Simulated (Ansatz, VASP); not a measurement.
## In: VASP beside Ansatz

```xyz
2
Lattice="0.0000 3.2318 3.2318 3.2318 0.0000 3.2318 3.2318 3.2318 0.0000" Properties=species:S:1:pos:R:3 pbc="T T T"
In    0.8080    0.8080    0.8080
In    5.6557    5.6557    5.6557
```

Alike in both runs: task single point; functional LDA; k mesh 10 × 10 × 10; occupations fermi-dirac, width 0.1 eV; no spin polarisation.

|  | VASP | Ansatz |
| --- | --- | --- |
| version | VASP 6.6.1 | Ansatz 0.2.0 |
| potentials or method | VASP PAW LDA potentials, release 64 (In_d), cutoff 520 eV | plane waves (420 eV) with PAW, scalar-relativistic |
| valence electrons in the cell | 26 | 26 |

|  | VASP | Ansatz | Ansatz less VASP |
| --- | --- | --- | --- |
| pressure (GPa) | 0.1 | 0.0 | -0.03 |

Ansatz warns that its potentials were made for another functional, while VASP's fit it. LDA's correlation is that of Perdew and Zunger in VASP and of Perdew and Wang (1992) in Ansatz.
